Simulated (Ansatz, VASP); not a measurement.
## PbS: VASP beside Ansatz

```
Pb S
1.0
     0.00000    2.92053    3.05395
     2.92053    0.00000    3.05395
     2.92053    2.92053    0.00000
Pb S
1 1
Cartesian
  0.0000 0.0000 0.0000
  2.9205 2.9205 3.0539
```

Change from the starting cell: strain -0.015 along x and y, +0.030 along z, atoms carried along.

Alike in both runs: task single point; functional PBE; k mesh 10 × 10 × 10; occupations gaussian, width 0.03 eV; no spin polarisation.

```csv
,VASP,Ansatz
version,VASP 6.6.1,Ansatz 0.2.0
potentials or method,"VASP PAW PBE potentials, release 64 (Pb_d, S), cutoff 520 eV","scalar-relativistic, plane waves, PAW"
valence electrons in the cell,20,20
```

|  | VASP | Ansatz | Ansatz less VASP |
| --- | --- | --- | --- |
| gap on the k mesh at the Fermi level (eV) | 0.31 | 0.30 | -0.007 |
| least direct gap on the mesh (eV) | 0.31 | 0.30 | -0.007 |
| pressure (GPa) | 2.6 | 2.6 | +0.07 |
| traceless stress, the component that is largest in VASP (GPa) | -3.62 | -3.61 | +0.004 |

The functional is the same, so the differences come from potentials, cutoffs and numerics.

Spin-orbit coupling is off throughout.
